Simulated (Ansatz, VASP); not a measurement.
HfN: VASP beside Ansatz

```
Hf N
1.0
     3.10129    0.00000    0.00000
    -1.55065    2.68580    0.00000
     0.00000    0.00000    2.91103
Hf N
1 1
Direct
  0.00000 0.00000 0.00000
  0.33333 0.66667 0.50000
```

Alike in both runs: functional PBE; k mesh 16 × 16 × 14; occupations fermi-dirac, width 0.1 eV; no spin polarisation.

Ansatz relaxed the structure, and its values are those at the end. VASP's run is a single point on that final structure, the one shown.

|  | VASP | Ansatz |
| --- | --- | --- |
| version | VASP 6.6.1 | Ansatz 0.2.0 |
| potentials or method | VASP PAW PBE potentials, release 64 (Hf_pv, N) | PAW with Ansatz's default frozen-core files, scalar-relativistic |
| plane-wave cutoff (eV) | 520 | 420 |
| valence electrons in the cell | 15 | 31 |

```tsv
	VASP	Ansatz	Ansatz less VASP
pressure (GPa)	-1.9	0.0	+1.96
```

With one functional, cell and mesh, what is left measures potentials, basis and numerics. VASP's potentials hold 15 valence electrons a cell and Ansatz's 31, so a difference there can come from the potentials and not from the codes.

Spin-orbit coupling is off throughout.
